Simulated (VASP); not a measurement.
# SnSe2 in VASP: single point with PBE+D4

Aim: the single point of SnSe2 with PBE+D4.

Program: VASP 6.6.1. These are calculated values, not measurements. Logs are shortened: lines on timing, memory, paths and dates and some standing lists are left out, and cuts for length are marked.

## Step 1: The cell of the first run

The cell holds a sheet with vacuum, 3 atoms: a = 3.819 Å, b = 3.819 Å, c = 30.160 Å, α = 90.00°, β = 90.00°, γ = 120.00°.

## Step 2: Single point, PBE+D4

The input, INCAR:

```
SYSTEM = SnSe2
  PREC = Accurate
  ENCUT = 400
  EDIFF = 1E-6
  ISMEAR = 0
  SIGMA = 0.03
  LREAL = .FALSE.
  LASPH = .TRUE.
  NELM = 120
  ALGO = Normal
  ISIF = 2
  LWAVE = .FALSE.
  LCHARG = .FALSE.
  LDIPOL = .TRUE.
  IDIPOL = 3
  DIPOL = 0.5 0.5 0.285
  GGA = PE
  IVDW = 13
  NBANDS = 20
  GGA_COMPAT = .FALSE.
  NELMDL = -8
```

The input, KPOINTS:

```
Automatic mesh
0
G
  12 12 1
  0 0 0
```

The input, POSCAR:

```
SnSe2
1.0
    3.8187378311      0.0000000000      0.0000000000
   -1.9093689156      3.3071239721      0.0000000000
    0.0000000000      0.0000000000     30.1599999976
Se Sn
2 1
Direct
    0.3333333333      0.6666666667      0.2317563855
    0.6666666667      0.3333333333      0.3378722617
    0.0000000000      0.0000000000      0.2848143236
```

Potentials or basis: VASP PAW PBE potentials, release 64 (Se, Sn_d).

On the command line:

```sh
$ cat potpaw_PBE.64/Se/POTCAR potpaw_PBE.64/Sn_d/POTCAR > POTCAR
$ mpirun -np 1 vasp_std > vasp.out
```

OUTCAR:

```text
SYSTEM = SnSe2
   PREC = Accurate
   ENCUT = 400
   EDIFF = 1E-6
   ISMEAR = 0
   LREAL = .FALSE.
   LASPH = .TRUE.
   NELM = 120
   ISIF = 2
   GGA = PE
   IVDW = 13
   NELMDL = -8

 ion  position               nearest neighbor table
   1  0.333  0.667  0.232-   3 2.72   3 2.72   3 2.72
   2  0.667  0.333  0.338-   3 2.72   3 2.72   3 2.72
   3  0.000  0.000  0.285-   2 2.72   1 2.72   2 2.72   1 2.72   2 2.72   1 2.72

  LATTYP: Found a hexagonal cell.
 ALAT       =     3.8187378311
 C/A-ratio  =     7.8978975074

  Lattice vectors:

 A1 = (   3.8187378311,   0.0000000000,   0.0000000000)
 A2 = (  -1.9093689156,   3.3071239721,   0.0000000000)
 A3 = (   0.0000000000,   0.0000000000,  30.1599999976)

Analysis of symmetry for initial positions (statically):
=====================================================================
 Subroutine PRICEL returns:
 Original cell was already a primitive cell.

 Routine SETGRP: Setting up the symmetry group for a
 hexagonal supercell.

 Subroutine GETGRP returns: Found 12 space group operations
 (whereof  6 operations were pure point group operations)
 out of a pool of 24 trial point group operations.

The static configuration has the point symmetry C_3v.
 The point group associated with its full space group is D_3d.

Analysis of symmetry for dynamics (positions and initial velocities):
=====================================================================
 Subroutine PRICEL returns:
 Original cell was already a primitive cell.

 Routine SETGRP: Setting up the symmetry group for a
 hexagonal supercell.

 Subroutine GETGRP returns: Found 12 space group operations
 (whereof  6 operations were pure point group operations)
 out of a pool of 24 trial point group operations.

The dynamic configuration has the point symmetry C_3v.
 The point group associated with its full space group is D_3d.

 Subroutine INISYM returns: Found 12 space group operations
 (whereof  6 operations are pure point group operations),
 and found     1 'primitive' translations

----------------------------------------------------------------------------------------

                                     Primitive cell

  volume of cell :     380.8918

  direct lattice vectors                    reciprocal lattice vectors
     3.818737831  0.000000000  0.000000000     0.261866628  0.151188768  0.000000000
    -1.909368916  3.307123972  0.000000000     0.000000000  0.302377537  0.000000000
     0.000000000  0.000000000 30.159999998     0.000000000  0.000000000  0.033156499

  length of vectors
     3.818737831  3.818737831 30.159999998     0.302377537  0.302377537  0.033156499

  position of ions in fractional coordinates (direct lattice)
     0.333333333  0.666666667  0.231756385
     0.666666667  0.333333333  0.337872262
     0.000000000  0.000000000  0.284814324

  ion indices of the primitive-cell ions
   primitive index   ion index
                 1           1
                 2           2
                 3           3

----------------------------------------------------------------------------------------

 KPOINTS: Automatic mesh

Automatic generation of k-mesh.
 Grid dimensions read from file:
 generate k-points for:   12   12    1

 Generating k-lattice:

  Cartesian coordinates                     Fractional coordinates (reciprocal lattice)
     0.021822219  0.012599064  0.000000000     0.083333333  0.000000000  0.000000000
     0.000000000  0.025198128  0.000000000     0.000000000  0.083333333  0.000000000
     0.000000000  0.000000000  0.033156499     0.000000000  0.000000000  1.000000000

  Length of vectors
     0.025198128  0.025198128  0.033156499

  Shift w.r.t. Gamma in fractional coordinates (k-lattice)
     0.000000000  0.000000000  0.000000000

 Subroutine IBZKPT returns following result:
 ===========================================

 Found     19 irreducible k-points:

 Following reciprocal coordinates:
            Coordinates               Weight
  0.000000  0.000000  0.000000      1.000000
  0.083333 -0.000000  0.000000      6.000000
  0.166667  0.000000  0.000000      6.000000
  0.250000  0.000000  0.000000      6.000000
  0.333333  0.000000  0.000000      6.000000
  0.416667 -0.000000  0.000000      6.000000
[... 11 lines left out ...]
  0.333333  0.250000  0.000000     12.000000
  0.333333  0.333333  0.000000      2.000000
   k-points           NKPTS =     19   k-points in BZ     NKDIM =     19   number of bands    NBANDS=     20
   number of dos      NEDOS =    301   number of ions     NIONS =      3
   total plane-waves  NPLWV = 156800
   dimension x,y,z NGX =    28 NGY =   28 NGZ =  200
   dimension x,y,z NGXF=    56 NGYF=   56 NGZF=  400
   ions per type =               2   1
   NGX,Y,Z   is equivalent  to a cutoff of  12.19, 12.19, 11.02 a.u.
   NGXF,Y,Z  is equivalent  to a cutoff of  24.38, 24.38, 22.05 a.u.
 SYSTEM =  SnSe2
   PREC   = accura    normal or accurate (medium, high low for compatibility)
   ISTART =      0    job   : 0-new  1-cont  2-samecut
   ICHARG =      2    charge: 1-file 2-atom 10-const
   ISPIN  =      1    spin polarized calculation?
   LNONCOLLINEAR =      F non collinear calculations
   LSORBIT =      F    spin-orbit coupling
   LASPH  =      T    aspherical Exc in radial PAW
   ENCUT  =  400.0 eV  29.40 Ry    5.42 a.u.   6.23  6.23 49.18*2*pi/ulx,y,z
   NELM   =    120;   NELMIN=  2; NELMDL= -8     # of ELM steps
   EDIFF  = 0.1E-05   stopping-criterion for ELM
   LREAL  =      F    real-space projection
   EDIFFG = 0.1E-04   stopping-criterion for IOM
   NSW    =      0    number of steps for IOM
   IBRION =     -1    ionic relax: 0-MD 1-quasi-New 2-CG
   NFREE  =      0    steps in history (QN), initial steepest desc. (CG)
   ISIF   =      2    stress and relaxation
   ISYM   =      2    0-nonsym 1-usesym 2-fastsym
   POTIM  = 0.5000    time-step for ionic-motion
   TEBEG  =    0.0;   TEEND  =   0.0 temperature during run
   PSTRESS=    0.0 pullay stress
   NELECT =      26.0000    total number of electrons
   NUPDOWN=      -1.0000    fix difference up-down
   EMIN   =  10.00;   EMAX   =-10.00  energy-range for DOS
   EFERMI =   0.00;   METHOD = LEGACY
   ISMEAR =     0;   SIGMA  =   0.03  broadening in eV -4-tet -1-fermi 0-gaus
   EFERMI_NEDOS =   21; number of points for ismear=-14 and -15
   IALGO  =     38    algorithm
   IMIX   =      4    mixing-type and parameters
     AMIX     =   0.40;   BMIX     =  1.00
     AMIX_MAG =   1.60;   BMIX_MAG =  1.00
  volume/ion in A,a.u.               =     126.96       856.79
  Fermi-wavevector in a.u.,A,eV,Ry     =   0.669061  1.264341  6.090539  0.447642
  Thomas-Fermi vector in A             =   1.744161
   LORBIT       =      0    0 simple, 1 ext, 2 COOP (PROOUT), +10 PAW based schemes
   GGA     = PE    functional components
   LHFCALC =     F    Hartree Fock is set to
   AEXX    =    0.0000 exact exchange contribution
   IVDW    =    13    specifies the selected vdW correction
   LEPSILON=     F    determine dielectric tensor
   LRPA    =     F    only Hartree local field effects (RPA)
 non-spin polarized calculation
 Gauss-broadening in eV      SIGMA  =   0.03
  energy-cutoff  :      400.00
  volume of cell :      380.89
 maximum number of plane-waves:      6947
 NGX is ok and might be reduce to    28
   NGX = 13   NGY = 13   NGZ = 99

 dipolmoment           0.000000      0.000000     -0.000005 electrons x Angstroem

 number of electron      26.0000009 magnetization

 dipolmoment           0.000000      0.000000      0.000005 electrons x Angstroem

 Free energy of the ion-electron system (eV)
  ---------------------------------------------------
  ext. energy  EPLUGINS =         0.00000000
  ---------------------------------------------------
  free energy    TOTEN  =       -11.85178624 eV

  energy without entropy =      -11.85178624  energy(sigma->0) =      -11.85178624

 E-fermi :  -3.7595     XC(G=0):  -2.2959

 val. band max:       -3.9256283695   @ k =   0.0833  -0.0000   0.0000
 cond. band min:      -3.1510588369   @ k =   0.5000   0.0000   0.0000
 fundamental gap:      0.7745695326
 Fermi energy:        -3.7594697297

 k-point     1 :       0.0000    0.0000    0.0000
  band No.  band energies     occupation
      1     -25.0897      2.00000
      2     -25.0897      2.00000
      3     -25.0495      2.00000
      4     -25.0400      2.00000
      5     -25.0400      2.00000
      6     -17.4536      2.00000
[... 12 lines left out ...]
     19       1.6705      0.00000
     20       2.1125      0.00000

 k-point     2 :       0.0833   -0.0000    0.0000
  band No.  band energies     occupation
      1     -25.0921      2.00000
      2     -25.0869      2.00000
      3     -25.0477      2.00000
      4     -25.0419      2.00000
      5     -25.0400      2.00000
      6     -17.3868      2.00000
[... 12 lines left out ...]
     19       1.8341      0.00000
     20       2.2208      0.00000

 k-point     3 :       0.1667    0.0000    0.0000
  band No.  band energies     occupation
      1     -25.0997      2.00000
      2     -25.0799      2.00000
      3     -25.0477      2.00000
      4     -25.0414      2.00000
      5     -25.0394      2.00000
      6     -17.1915      2.00000
[... 12 lines left out ...]
     19       2.2324      0.00000
     20       2.5304      0.00000

 k-point     4 :       0.2500    0.0000    0.0000
  band No.  band energies     occupation
      1     -25.1114      2.00000
      2     -25.0720      2.00000
      3     -25.0537      2.00000
      4     -25.0368      2.00000
      5     -25.0333      2.00000
      6     -16.8849      2.00000
[... 12 lines left out ...]
     19       2.7566      0.00000
     20       2.8926      0.00000

 k-point     5 :       0.3333    0.0000    0.0000
  band No.  band energies     occupation
      1     -25.1240      2.00000
      2     -25.0670      2.00000
      3     -25.0592      2.00000
      4     -25.0314      2.00000
      5     -25.0249      2.00000
      6     -16.5050      2.00000
[... 12 lines left out ...]
     19       2.9647      0.00000
     20       3.3868      0.00000

 k-point     6 :       0.4167   -0.0000    0.0000
  band No.  band energies     occupation
      1     -25.1335      2.00000
      2     -25.0652      2.00000
      3     -25.0629      2.00000
      4     -25.0255      2.00000
      5     -25.0187      2.00000
      6     -16.1303      2.00000
[... 12 lines left out ...]
     19       3.6822      0.00000
     20       4.1395      0.00000

 k-point     7 :       0.5000    0.0000    0.0000
  band No.  band energies     occupation
      1     -25.1371      2.00000
      2     -25.0648      2.00000
      3     -25.0642      2.00000
      4     -25.0231      2.00000
      5     -25.0164      2.00000
      6     -15.9369      2.00000
[... 12 lines left out ...]
     19       4.5853      0.00000
     20       4.6546      0.00000
[... 162 lines left out ...]
 k-point    15 :       0.3333    0.1667    0.0000
  band No.  band energies     occupation
      1     -25.1232      2.00000
      2     -25.0761      2.00000
      3     -25.0565      2.00000
      4     -25.0325      2.00000
      5     -25.0176      2.00000
      6     -16.0002      2.00000
[... 12 lines left out ...]
     19       3.9648      0.00000
     20       4.3902      0.00000

 k-point    16 :       0.4167    0.1667    0.0000
  band No.  band energies     occupation
      1     -25.1252      2.00000
      2     -25.0765      2.00000
      3     -25.0572      2.00000
      4     -25.0293      2.00000
      5     -25.0175      2.00000
      6     -15.8161      2.00000
[... 12 lines left out ...]
     19       4.7896      0.00000
     20       4.8403      0.00000

 k-point    17 :       0.2500    0.2500    0.0000
  band No.  band energies     occupation
      1     -25.1165      2.00000
      2     -25.0821      2.00000
      3     -25.0520      2.00000
      4     -25.0378      2.00000
      5     -25.0177      2.00000
      6     -16.0181      2.00000
[... 12 lines left out ...]
     19       3.5659      0.00000
     20       4.0224      0.00000

 k-point    18 :       0.3333    0.2500    0.0000
  band No.  band energies     occupation
      1     -25.1140      2.00000
      2     -25.0877      2.00000
      3     -25.0500      2.00000
      4     -25.0360      2.00000
      5     -25.0183      2.00000
      6     -15.7453      2.00000
[... 12 lines left out ...]
     19       4.5354      0.00000
     20       4.6558      0.00000

 k-point    19 :       0.3333    0.3333    0.0000
  band No.  band energies     occupation
      1     -25.1012      2.00000
      2     -25.1012      2.00000
      3     -25.0422      2.00000
      4     -25.0422      2.00000
      5     -25.0191      2.00000
      6     -15.5655      2.00000
[... 12 lines left out ...]
     19       4.8075      0.00000
     20       4.8085      0.00000

------------------------ aborting loop because EDIFF is reached ----------------------------------------

 vacuum level on the upper side and lower side of the slab       (xc-potential included)        -0.005        -0.005

  DFT-D4 for vdW energy calculation

  Edisp (eV):   -0.88099

  FORCE on cell =-STRESS in cart. coord.  units (eV):
  Direction    XX          YY          ZZ          XY          YZ          ZX
  --------------------------------------------------------------------------------------
  -------------------------------------------------------------------------------------
  Total       0.00319     0.00319     0.01103    -0.00000     0.00000     0.00000
  in kB       0.01340     0.01340     0.04640    -0.00000     0.00000     0.00000
  external pressure =        0.02 kB  Pullay stress =        0.00 kB

 VOLUME and BASIS-vectors are now :
 -----------------------------------------------------------------------------
  energy-cutoff  :      400.00
  volume of cell :      380.89
      direct lattice vectors                 reciprocal lattice vectors
     3.818737831  0.000000000  0.000000000     0.261866628  0.151188768  0.000000000
    -1.909368916  3.307123972  0.000000000     0.000000000  0.302377537  0.000000000
     0.000000000  0.000000000 30.159999998     0.000000000  0.000000000  0.033156499

 POSITION                                       TOTAL-FORCE (eV/Angst)
 -----------------------------------------------------------------------------------
     -0.00000      2.20475      6.98977         0.000000     -0.000000     -0.007219
      1.90937      1.10237     10.19023        -0.000000      0.000000      0.007219
      0.00000      0.00000      8.59000         0.000000      0.000000     -0.000000
 -----------------------------------------------------------------------------------
    total drift:                                0.000000      0.000000      0.000176

  FREE ENERGIE OF THE ION-ELECTRON SYSTEM (eV)
  ---------------------------------------------------
  free  energy   TOTEN  =       -12.7327727595 eV

  energy  without entropy=      -12.7327727595  energy(sigma->0) =      -12.73277276

 vacuum level on the upper side and lower side of the slab         2.032         2.032
```

Run time: 2 min. Hardware: 1 thread of Intel Xeon 6975P-C (Granite Rapids), shared host; peak memory 0.4 GiB.

What came out:

```
Free energy                : -12.7328 eV
Largest force              : 0.007 eV/Å
Band gap on the k mesh     : 0.77 eV (least direct gap 1.12 eV)
Dispersion energy per atom : -0.294 eV
```

Forces in eV/Å, atoms in the order of the input:
```
Se   0.000  0.000 -0.007
Se   0.000  0.000  0.007
Sn   0.000  0.000  0.000
```

Levels at points of the mesh, in eV from the valence-band top:
| k point | band 11 | band 12 | band 13 | band 14 | band 15 | band 16 |
| --- | --- | --- | --- | --- | --- | --- |
| (0.00, 0.00, 0.00) | -0.45 | -0.06 | -0.06 | 1.61 | 3.13 | 4.64 |
| (0.50, 0.00, 0.00) | -2.20 | -0.76 | -0.34 | 0.77 | 4.08 | 5.33 |

Caveat: spin-orbit coupling is left out, which moves the levels of the heavy elements.
